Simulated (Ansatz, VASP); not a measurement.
# Two plane-wave programs on BeGa4N3

```
Be Ga N
1.0
     4.49641    0.00000    0.00000
     0.00000    4.49641    0.00000
     0.00000    0.00000    4.49641
Be Ga N
1 4 3
Cartesian
  0.0000 0.0000 0.0000
  2.2482 0.0000 0.0000
  2.2482 2.2482 2.2482
  0.0000 0.0000 2.2482
  0.0000 2.2482 0.0000
  0.0000 2.2482 2.2482
  2.2482 0.0000 2.2482
  2.2482 2.2482 0.0000
```

Change from the starting cell: species swapped into the Mg3CuO4 type (Pm-3m, No. 221).

Alike in both runs: task single point; functional PBE; k mesh 4 × 4 × 4; occupations gaussian, width 0.1 eV; no spin polarisation.

|  | VASP | Ansatz |
| --- | --- | --- |
| version | VASP 6.6.1 | Ansatz 0.2.0 |
| potentials or method | VASP PAW PBE potentials, release 64 (Be, Ga_d, N), cutoff 520 eV | scalar-relativistic, plane waves, PAW |
| valence electrons in the cell | 69 | 69 |

Ansatz gave:

* gap on the k mesh at the Fermi level (eV): none
* pressure (GPa): -3.3

Task: Which values does VASP return?

Result: gap on the k mesh at the Fermi level (eV): none; pressure (GPa): -2.9.

A gap of «none» marks a metal or a gap that the smearing closes.
